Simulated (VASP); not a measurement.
# Re (P-3m1) in VASP: notebook

The runs below take Re through single point, with PBEsol.

Everything below comes from runs of VASP 6.6.1. Logs are shortened: lines on timing, memory, paths and dates and some standing lists are left out, and cuts for length are marked.

### 1 The cell of the first run

The structure is trigonal, space group P-3m1 (No. 164). The conventional cell has a = 2.773 Å, b = 2.773 Å, c = 4.480 Å, α = 90.00°, β = 90.00°, γ = 120.00°. Within 3.3 Å of Re (site symmetry 3m) lie 12 Re at 2.53 to 2.99 Å.

### 2 Single point, PBEsol (atoms displaced along a vibrational mode, the cell strained)

Contents of INCAR:

```
ALGO = Normal ; EDIFF = 1E-6
ENCUT = 560 ; GGA = PS
GGA_COMPAT = False ; ISIF = 2
ISMEAR = 0 ; LASPH = True
LCHARG = True ; LELF = True
LREAL = False ; LVHAR = True
LWAVE = False ; NBANDS = 22
NELM = 120 ; PREC = Accurate
SIGMA = 0.15
```

Contents of KPOINTS:

```
k-points
0
Gamma
  18 18 10
```

Contents of POSCAR:

```
Re
1.0
    2.7731227596      0.0000000000      0.0000000000
   -1.3865613798      2.4015947577      0.0000000000
    0.0000000000      0.0000000000      4.4801695417
Re
2
Direct
    0.3333333333      0.6666666667      0.2187843934
    0.6666666667      0.3333333333      0.7812156066
```

Potentials or basis: VASP PAW PBE potentials, release 64 (Re_sv_GW).

The run is started by

```bash
$ cat potpaw_PBE.64/Re_sv_GW/POTCAR > POTCAR
$ mpirun -np 1 vasp_std > vasp.out
```

OUTCAR:

```text
EDIFF = 1E-6
   ENCUT = 560
   GGA = PS
   ISIF = 2
   ISMEAR = 0
   LASPH = True
   LREAL = False
   NELM = 120
   PREC = Accurate

 ion  position               nearest neighbor table
   1  0.333  0.667  0.219-   2 2.53   2 2.53   2 2.53   2 2.99   2 2.99   2 2.99
   2  0.667  0.333  0.781-   1 2.53   1 2.53   1 2.53   1 2.99   1 2.99   1 2.99

  LATTYP: Found a hexagonal cell.
 ALAT       =     2.7731227596
 C/A-ratio  =     1.6155684151

  Lattice vectors:

 A1 = (   2.7731227596,   0.0000000000,   0.0000000000)
 A2 = (  -1.3865613798,   2.4015947577,   0.0000000000)
 A3 = (   0.0000000000,   0.0000000000,   4.4801695417)

Analysis of symmetry for initial positions (statically):
=====================================================================
 Subroutine PRICEL returns:
 Original cell was already a primitive cell.

 Routine SETGRP: Setting up the symmetry group for a
 hexagonal supercell.

 Subroutine GETGRP returns: Found 12 space group operations
 (whereof 12 operations were pure point group operations)
 out of a pool of 24 trial point group operations.

The static configuration has the point symmetry D_3d.

Analysis of symmetry for dynamics (positions and initial velocities):
=====================================================================
 Subroutine PRICEL returns:
 Original cell was already a primitive cell.

 Routine SETGRP: Setting up the symmetry group for a
 hexagonal supercell.

 Subroutine GETGRP returns: Found 12 space group operations
 (whereof 12 operations were pure point group operations)
 out of a pool of 24 trial point group operations.

The dynamic configuration has the point symmetry D_3d.

 Subroutine INISYM returns: Found 12 space group operations
 (whereof 12 operations are pure point group operations),
 and found     1 'primitive' translations

----------------------------------------------------------------------------------------

                                     Primitive cell

  volume of cell :      29.8376

  direct lattice vectors                    reciprocal lattice vectors
     2.773122760  0.000000000  0.000000000     0.360604303  0.208194991  0.000000000
    -1.386561380  2.401594758  0.000000000     0.000000000  0.416389983  0.000000000
     0.000000000  0.000000000  4.480169542     0.000000000  0.000000000  0.223205839

  length of vectors
     2.773122760  2.773122760  4.480169542     0.416389983  0.416389983  0.223205839

  position of ions in fractional coordinates (direct lattice)
     0.333333333  0.666666667  0.218784393
     0.666666667  0.333333333  0.781215607

  ion indices of the primitive-cell ions
   primitive index   ion index
                 1           1
                 2           2

----------------------------------------------------------------------------------------

 KPOINTS: k-points

Automatic generation of k-mesh.
 Grid dimensions read from file:
 generate k-points for:   18   18   10

 Generating k-lattice:

  Cartesian coordinates                     Fractional coordinates (reciprocal lattice)
     0.020033572  0.011566388  0.000000000     0.055555556  0.000000000  0.000000000
     0.000000000  0.023132777  0.000000000     0.000000000  0.055555556  0.000000000
     0.000000000  0.000000000  0.022320584     0.000000000  0.000000000  0.100000000

  Length of vectors
     0.023132777  0.023132777  0.022320584

  Shift w.r.t. Gamma in fractional coordinates (k-lattice)
     0.000000000  0.000000000  0.000000000

 Subroutine IBZKPT returns following result:
 ===========================================

 Found    330 irreducible k-points:

 Following reciprocal coordinates:
            Coordinates               Weight
  0.000000  0.000000  0.000000      1.000000
  0.055556  0.000000  0.000000      6.000000
  0.111111  0.000000  0.000000      6.000000
  0.166667  0.000000  0.000000      6.000000
  0.222222  0.000000  0.000000      6.000000
  0.277778  0.000000  0.000000      6.000000
[... 16 lines left out ...]
  0.333333  0.111111  0.000000     12.000000
  0.388889  0.111111  0.000000     12.000000
 [... further k-points ...]
   k-points           NKPTS =    330   k-points in BZ     NKDIM =    330   number of bands    NBANDS=     22
   number of dos      NEDOS =    301   number of ions     NIONS =      2
   total plane-waves  NPLWV =  20736
   dimension x,y,z NGX =    24 NGY =   24 NGZ =   36
   dimension x,y,z NGXF=    48 NGYF=   48 NGZF=   72
   ions per type =               2
   NGX,Y,Z   is equivalent  to a cutoff of  14.39, 14.39, 13.36 a.u.
   NGXF,Y,Z  is equivalent  to a cutoff of  28.78, 28.78, 26.72 a.u.
 SYSTEM =  unknown system
   PREC   = accura    normal or accurate (medium, high low for compatibility)
   ISTART =      0    job   : 0-new  1-cont  2-samecut
   ICHARG =      2    charge: 1-file 2-atom 10-const
   ISPIN  =      1    spin polarized calculation?
   LNONCOLLINEAR =      F non collinear calculations
   LSORBIT =      F    spin-orbit coupling
   LASPH  =      T    aspherical Exc in radial PAW
   ENCUT  =  560.0 eV  41.16 Ry    6.42 a.u.   5.35  5.35  8.64*2*pi/ulx,y,z
   NELM   =    120;   NELMIN=  2; NELMDL= -5     # of ELM steps
   EDIFF  = 0.1E-05   stopping-criterion for ELM
   LREAL  =      F    real-space projection
   EDIFFG = 0.1E-04   stopping-criterion for IOM
   NSW    =      0    number of steps for IOM
   IBRION =     -1    ionic relax: 0-MD 1-quasi-New 2-CG
   NFREE  =      0    steps in history (QN), initial steepest desc. (CG)
   ISIF   =      2    stress and relaxation
   ISYM   =      2    0-nonsym 1-usesym 2-fastsym
   POTIM  = 0.5000    time-step for ionic-motion
   TEBEG  =    0.0;   TEEND  =   0.0 temperature during run
   PSTRESS=    0.0 pullay stress
   NELECT =      30.0000    total number of electrons
   NUPDOWN=      -1.0000    fix difference up-down
   EMIN   =  10.00;   EMAX   =-10.00  energy-range for DOS
   EFERMI =   0.00;   METHOD = LEGACY
   ISMEAR =     0;   SIGMA  =   0.15  broadening in eV -4-tet -1-fermi 0-gaus
   EFERMI_NEDOS =   21; number of points for ismear=-14 and -15
   IALGO  =     38    algorithm
   IMIX   =      4    mixing-type and parameters
     AMIX     =   0.40;   BMIX     =  1.00
     AMIX_MAG =   1.60;   BMIX_MAG =  1.00
  volume/ion in A,a.u.               =      14.92       100.68
  Fermi-wavevector in a.u.,A,eV,Ry     =   1.640064  3.099272 36.597091  2.689810
  Thomas-Fermi vector in A             =   2.730765
   LORBIT       =      0    0 simple, 1 ext, 2 COOP (PROOUT), +10 PAW based schemes
   GGA     = PS    functional components
   LHFCALC =     F    Hartree Fock is set to
   AEXX    =    0.0000 exact exchange contribution
   IVDW    =     0    specifies the selected vdW correction
   LEPSILON=     F    determine dielectric tensor
   LRPA    =     F    only Hartree local field effects (RPA)
 non-spin polarized calculation
 Gauss-broadening in eV      SIGMA  =   0.15
  energy-cutoff  :      560.00
  volume of cell :       29.84
 maximum number of plane-waves:       917
 NGX is ok and might be reduce to    24
   NGX = 11   NGY = 11   NGZ = 17

 number of electron      30.0000001 magnetization

 Free energy of the ion-electron system (eV)
  ---------------------------------------------------
  ext. energy  EPLUGINS =         0.00000000
  ---------------------------------------------------
  free energy    TOTEN  =       -29.77212560 eV

  energy without entropy =      -29.75749955  energy(sigma->0) =      -29.76481257

 E-fermi :  12.5216     XC(G=0): -14.2151

 val. band max:       12.5205100142   @ k =   0.3889   0.0556   0.2000
 cond. band min:      12.5286851108   @ k =  -0.1111   0.2778   0.3000
 fundamental gap:      0.0081750966
 Fermi energy:        12.5215927660

 k-point     1 :       0.0000    0.0000    0.0000
  band No.  band energies     occupation
      1     -67.2537      2.00000
      2     -67.0674      2.00000
      3     -29.7362      2.00000
      4     -28.6662      2.00000
      5     -28.6662      2.00000
      6     -28.3988      2.00000
[... 14 lines left out ...]
     21      21.0092      0.00000
     22      25.8881      0.00000

 k-point     2 :       0.0556    0.0000    0.0000
  band No.  band energies     occupation
      1     -67.2504      2.00000
      2     -67.0665      2.00000
      3     -29.7255      2.00000
      4     -28.7002      2.00000
      5     -28.6757      2.00000
      6     -28.4250      2.00000
[... 14 lines left out ...]
     21      21.0870      0.00000
     22      26.1742      0.00000

 k-point     3 :       0.1111    0.0000    0.0000
  band No.  band energies     occupation
      1     -67.2406      2.00000
      2     -67.0640      2.00000
      3     -29.6951      2.00000
      4     -28.7935      2.00000
      5     -28.7026      2.00000
      6     -28.4990      2.00000
[... 14 lines left out ...]
     21      21.2748      0.00000
     22      26.9754      0.00000

 k-point     4 :       0.1667    0.0000    0.0000
  band No.  band energies     occupation
      1     -67.2253      2.00000
      2     -67.0606      2.00000
      3     -29.6498      2.00000
      4     -28.9274      2.00000
      5     -28.7434      2.00000
      6     -28.6073      2.00000
[... 14 lines left out ...]
     21      21.4716      0.00000
     22      28.0244      0.00000

 k-point     5 :       0.2222    0.0000    0.0000
  band No.  band energies     occupation
      1     -67.2057      2.00000
      2     -67.0571      2.00000
      3     -29.5966      2.00000
      4     -29.0825      2.00000
      5     -28.7914      2.00000
      6     -28.7292      2.00000
[... 14 lines left out ...]
     21      21.6469      0.00000
     22      27.8110      0.00000

 k-point     6 :       0.2778    0.0000    0.0000
  band No.  band energies     occupation
      1     -67.1837      2.00000
      2     -67.0546      2.00000
      3     -29.5494      2.00000
      4     -29.2403      2.00000
      5     -28.8410      2.00000
      6     -28.8392      2.00000
[... 14 lines left out ...]
     21      22.3199      0.00000
     22      26.3458      0.00000

 k-point     7 :       0.3333    0.0000    0.0000
  band No.  band energies     occupation
      1     -67.1614      2.00000
      2     -67.0537      2.00000
      3     -29.5289      2.00000
      4     -29.3783      2.00000
      5     -28.9088      2.00000
      6     -28.8863      2.00000
[... 324 lines left out ...]
      6     -28.6814      2.00000
[... 14 lines left out ...]
     21      21.6520      0.00000
     22      27.7584      0.00000

 k-point    21 :       0.2222    0.1111    0.0000
  band No.  band energies     occupation
      1     -67.1767      2.00000
      2     -67.0541      2.00000
      3     -29.5342      2.00000
      4     -29.2344      2.00000
      5     -28.9896      2.00000
      6     -28.7533      2.00000
[... 14 lines left out ...]
     21      22.6590      0.00000
     22      26.1134      0.00000

 k-point    22 :       0.2778    0.1111    0.0000
  band No.  band energies     occupation
      1     -67.1552      2.00000
      2     -67.0539      2.00000
      3     -29.5176      2.00000
      4     -29.3570      2.00000
      5     -29.0309      2.00000
      6     -28.8172      2.00000
[... 14 lines left out ...]
     21      23.6893      0.00000
     22      24.3216      0.00000

 k-point    23 :       0.3333    0.1111    0.0000
  band No.  band energies     occupation
      1     -67.1355      2.00000
      2     -67.0558      2.00000
      3     -29.5419      2.00000
      4     -29.4386      2.00000
      5     -29.0386      2.00000
      6     -28.8596      2.00000
[... 14 lines left out ...]
     21      22.5984      0.00000
     22      24.0369      0.00000

 k-point    24 :       0.3889    0.1111    0.0000
  band No.  band energies     occupation
      1     -67.1208      2.00000
      2     -67.0590      2.00000
      3     -29.5862      2.00000
      4     -29.4744      2.00000
      5     -29.0353      2.00000
      6     -28.8730      2.00000
[... 14 lines left out ...]
     21      22.1801      0.00000
     22      23.3255      0.00000

 [... further k-points ...]

------------------------ aborting loop because EDIFF is reached ----------------------------------------

  FORCE on cell =-STRESS in cart. coord.  units (eV):
  Direction    XX          YY          ZZ          XY          YZ          ZX
  --------------------------------------------------------------------------------------
  -------------------------------------------------------------------------------------
  Total       -0.3417764     -0.3417764      1.7117202      0.0000000      0.0000000     -0.0000000
  in kB      -18.3522504    -18.3522504     91.9136674      0.0000000      0.0000000     -0.0000000
  external PRESSURE =      18.4030555 kB  Pullay stress =       0.0000000 kB

 VOLUME and BASIS-vectors are now :
 -----------------------------------------------------------------------------
  energy-cutoff  :      560.00
  volume of cell :       29.84
      direct lattice vectors                 reciprocal lattice vectors
     2.773122760  0.000000000  0.000000000     0.360604303  0.208194991  0.000000000
    -1.386561380  2.401594758  0.000000000     0.000000000  0.416389983  0.000000000
     0.000000000  0.000000000  4.480169542     0.000000000  0.000000000  0.223205839

 POSITION                                       TOTAL-FORCE (eV/Angst)
 -----------------------------------------------------------------------------------
     -0.00000      1.60106      0.98019         0.000000     -0.000000      3.100365
      1.38656      0.80053      3.49998        -0.000000      0.000000     -3.100365
 -----------------------------------------------------------------------------------
    total drift:                                0.000000     -0.000000      0.000000

  FREE ENERGIE OF THE ION-ELECTRON SYSTEM (eV)
  ---------------------------------------------------
  free  energy   TOTEN  =       -29.7721255984 eV

  energy  without entropy=      -29.7574995478  energy(sigma->0) =      -29.76481257
```

It took 3.2 min on 1 thread of Intel Xeon Platinum 8259CL at 2.50GHz (Skylake/Cascade Lake), shared host; peak memory 0.33 GiB.

What came out:

```yaml
Free_energy: -29.7721 eV
Pressure: 1.8 GPa
Largest_force: 3.100 eV/Å
Band_gap_on_the_k_mesh: zero (bands 15 and 16 overlap by 2.93 eV)
```

Forces on the atoms (eV/Å):
```
Re   0.000  0.000  3.100
Re   0.000  0.000 -3.100
```

Levels at points of the mesh, in eV from the Fermi level:
| k point | band 11 | band 12 | band 13 | band 14 | band 15 | band 16 | band 17 | band 18 | band 19 | band 20 |
| --- | --- | --- | --- | --- | --- | --- | --- | --- | --- | --- |
| (0.00, 0.00, 0.00) | -1.78 | -1.78 | -1.51 | -1.29 | -1.29 | 0.80 | 0.80 | 1.45 | 3.78 | 3.78 |
| (0.50, 0.00, 0.00) | -4.98 | -2.04 | -1.52 | -1.10 | -0.20 | 3.88 | 4.23 | 4.98 | 6.08 | 7.14 |
| (0.00, 0.00, 0.50) | -3.42 | -1.94 | -1.94 | -1.81 | -1.81 | -0.58 | 2.19 | 2.19 | 3.52 | 3.52 |
| (0.50, 0.00, 0.50) | -4.66 | -3.02 | -0.82 | 1.05 | 1.20 | 1.78 | 3.70 | 4.03 | 4.57 | 5.66 |

Caveat: the cell differs from its parent crystal (atoms displaced along a vibrational mode, the cell strained); the stress differs along the axes, from -2 to 9 GPa; the PAW data sets were made with another functional, which shifts forces and pressure a little; spin-orbit coupling is left out, which moves the levels of the heavy elements.

(Continued in part 2 of 3.)
